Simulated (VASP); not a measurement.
Pb, 1 atom in the cell. The structure is tetragonal, space group I4/mmm (No. 139). Conventional cell: a = 4.157 Å, b = 4.157 Å, c = 3.959 Å, α = 90.00°, β = 90.00°, γ = 90.00°. Pb (site symmetry 4/mmm) has 14 Pb at 3.54 to 4.16 Å within 4.7 Å.  This cell differs from its parent crystal: strain +0.050 along x and y, +0.000 along z.

```yaml
Program: VASP 6.6.1
Task: single point
Functional: LDA
Potentials_or_basis: VASP PAW LDA potentials, release 64 (Pb_d)
Cutoff: 520 eV
k_mesh: 18 × 18 × 18
Occupations: gaussian, width 0.15 eV
Spin: no spin polarisation
Dipole_correction: no
Further_INCAR_settings: ALGO = Fast; EDIFF = 1e-06; NBANDS = 13
```

Potentials or basis: VASP PAW LDA potentials, release 64 (Pb_d).

The run is started by

```sh
$ cat potpaw_LDA.64/Pb_d/POTCAR > POTCAR
$ mpirun -np 1 vasp_std > vasp.out
```

Hardware: 1 thread of Intel Xeon 6975P-C, on a shared host.

How long does it take, and how much memory?

Wall time 2.6 min on 1 thread of Intel Xeon 6975P-C (shared host), peak memory 0.3 GiB. Counts: scf iterations 13, k points 480.
